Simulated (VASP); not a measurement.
BeTe, 2 atoms in the cell. The structure is tetragonal, space group I-4m2 (No. 119). Conventional cell: a = 3.917 Å, b = 3.917 Å, c = 5.097 Å, α = 90.00°, β = 90.00°, γ = 90.00°. Be (site symmetry -4m2) has 4 Te at 2.34 Å within 3.1 Å. Te (site symmetry -4m2) has 4 Be at 2.34 Å within 3.1 Å.  This cell differs from its parent crystal: strain +0.000 along x and y, -0.080 along z.

| Item | Value |
| --- | --- |
| Program | VASP 6.6.1 |
| Task | single point |
| Functional | LDA |
| Potentials or basis | VASP PAW LDA potentials, release 64 (Be, Te) |
| Cutoff | 520 eV |
| k mesh | 8 × 8 × 8 |
| Occupations | gaussian, width 0.05 eV |
| Spin | no spin polarisation |
| Dipole correction | no |
| Further INCAR settings | ALGO = Normal; EDIFF = 1e-06; NBANDS = 11 |

Potentials or basis: VASP PAW LDA potentials, release 64 (Be, Te).

Run with:

```sh
$ cat potpaw_LDA.64/Be/POTCAR potpaw_LDA.64/Te/POTCAR > POTCAR
$ mpirun -np 1 vasp_std > vasp.out
```

Hardware: 1 thread of Intel(R) Xeon(R) Platinum 8488C (Sapphire Rapids) (shared host).

Question: Estimate the wall time of this run.

Answer: Run time: 11 s on 1 thread of Intel(R) Xeon(R) Platinum 8488C (Sapphire Rapids), with other jobs on the host, peak memory 0.16 GiB. Counts: scf iterations 11, k points 59.
